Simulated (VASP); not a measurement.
Zn: single point with PBE

System: Zn, a slab with vacuum.

```
CELL_PARAMETERS angstrom
2.63581 0.00000 0.00000
0.00000 5.09292 0.00000
0.00000 0.00000 19.04360
ATOMIC_POSITIONS crystal
Zn 0.00000 0.75000 0.42009
Zn 0.50000 0.25000 0.46004
Zn 0.50000 0.75000 0.53996
Zn 0.00000 0.25000 0.57991
```

```yaml
Program: VASP 6.6.1
Task: single point
Functional: PBE
Potentials_or_basis: VASP PAW PBE potentials, release 64 (Zn)
Cutoff: 400 eV
k_mesh: 14 × 7 × 1
Occupations: fermi-dirac, width 0.1 eV
Spin: no spin polarisation
Dipole_correction: yes
k_mesh_for_the_DOS: 21 × 11 × 1
Occupations_for_the_DOS: tetrahedron
Further_INCAR_settings: ALGO = Normal; EDIFF = 1e-06; NELMDL = -8
```

| Property | Result |
| --- | --- |
| Valence electrons inside the program's atomic spheres | Zn 10.69, 10.71 (each value once) |

Levels at points of the mesh, in eV from the Fermi level:
```tsv
k point	band 22	band 23	band 24	band 25	band 26	band 27
(0.00, 0.00, 0.00)	-4.94	-2.25	-2.11	-1.42	1.09	1.18
```

It took 9.8 min on 1 thread of Intel Xeon 8259CL, on a shared host, peak memory 0.4 GiB.
